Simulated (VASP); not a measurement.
Cu:

```xyz
1
Lattice="0.0000 1.8075 1.8075 1.8075 0.0000 1.8075 1.8075 1.8075 0.0000" Properties=species:S:1:pos:R:3 pbc="T T T"
Cu    0.0000    0.0000    0.0000
```

* Program: VASP 6.6.1
* Task: relaxation of cell and atoms
* Functional: revPBE
* Potentials or basis: VASP PAW PBE potentials, release 64 (Cu)
* Cutoff: 600 eV
* k mesh: 15 × 15 × 15
* Occupations: fermi-dirac, width 0.1 eV
* Spin: no spin polarisation

At the start: pressure 5.9 GPa; volume 11.81 Å³/atom.

Problem. How do energy, volume and symmetry change on relaxing?

Solution. Over 3 steps the energy falls by 9.0 meV/atom and the volume is 12.32 Å³/atom (+4.3 %); space group Fm-3m (No. 225, to 0.05 Å).

The path:
| step | energy change (eV) | largest force (eV/Å) | pressure (GPa) | volume (Å³) |
| --- | --- | --- | --- | --- |
| 1 | 0.0000 | 0.0000 | 5.94 | 11.81 |
| 2 | -0.0071 | 0.0000 | -2.40 | 12.57 |
| 3 | -0.0090 | 0.0000 | 0.04 | 12.32 |

Final structure:
```yaml
crystal:
  lattice:
    - [0.00000, 1.83312, 1.83312]
    - [1.83312, 0.00000, 1.83312]
    - [1.83312, 1.83312, 0.00000]
  atoms:
    - { symbol: Cu, position: [0.00000, 0.00000, 0.00000] }
```

Caveat: the PAW data sets were made with another functional, which shifts forces and pressure a little.
